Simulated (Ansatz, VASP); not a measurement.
# CsPbBr3 in VASP and in Ansatz

INCAR

```
ALGO = Normal ; EDIFF = 1E-7
ENCUT = 520 ; GGA = PS
ISIF = 2 ; ISMEAR = 0
LASPH = True ; LCHARG = True
LELF = True ; LREAL = False
LVHAR = True ; LWAVE = False
NBANDS = 30 ; NELM = 100
PREC = Accurate ; SIGMA = 0.05
```

KPOINTS

```
k-points
0
Gamma
  6 6 6
```

File POSCAR:

```
CsPbBr3
1.0
    5.6939000000      0.0000000000      0.0000000000
    0.0000000000      5.6939000000      0.0000000000
    0.0000000000      0.0000000000      6.0461000000
Cs Pb Br
1 1 3
Direct
    0.0000000000      0.0000000000      0.0000000000
    0.5000000000      0.5000000000      0.5000000000
    0.0000000000      0.5000000000      0.5000000000
    0.5000000000      0.0000000000      0.5000000000
    0.5000000000      0.5000000000      0.0000000000
```

Input for Ansatz:

```yaml
crystal:
  lattice:
    - [5.6939, 0.0, 0.0]
    - [0.0, 5.6939, 0.0]
    - [0.0, 0.0, 6.0461]
  atoms:
    - { symbol: Cs, position: [0.0, 0.0, 0.0] }
    - { symbol: Pb, position: [0.5, 0.5, 0.5] }
    - { symbol: Br, position: [0.0, 0.5, 0.5] }
    - { symbol: Br, position: [0.5, 0.0, 0.5] }
    - { symbol: Br, position: [0.5, 0.5, 0.0] }
basis:
  ecutwfc: 420
kpoints:
  mp_grid: { grid: [6, 6, 6] }
hamiltonian:
  xc: pbesol
scf:
  occupations: { method: gaussian, width: 0.05 }
output:
  forces: true
  stress: true
  eigenvalues: true
```

Change from the starting cell: strain -0.030 along x and y, +0.030 along z, atoms carried along.

Alike in both runs: task single point; functional PBEsol; k mesh 6 × 6 × 6; occupations gaussian, width 0.05 eV; no spin polarisation.

```csv
,VASP,Ansatz
version,VASP 6.6.1,Ansatz 0.2.0
potentials or method,"VASP PAW PBE potentials, release 64 (Cs_sv, Pb_d, Br), cutoff 520 eV","scalar-relativistic, plane waves, PAW"
valence electrons in the cell,44,44
```

```csv
,VASP,Ansatz,Ansatz less VASP
gap on the k mesh at the Fermi level (eV),0.96,0.96,0.000
least direct gap on the mesh (eV),0.96,0.96,0.000
pressure (GPa),1.0,1.0,0.00
"traceless stress, the component that is largest in VASP (GPa)",-1.93,-1.92,+0.005
```

VASP's potentials were made for PBE, not for PBEsol. The functional is the same, so the differences come from potentials, cutoffs and numerics.

Neither program's run includes spin-orbit coupling.
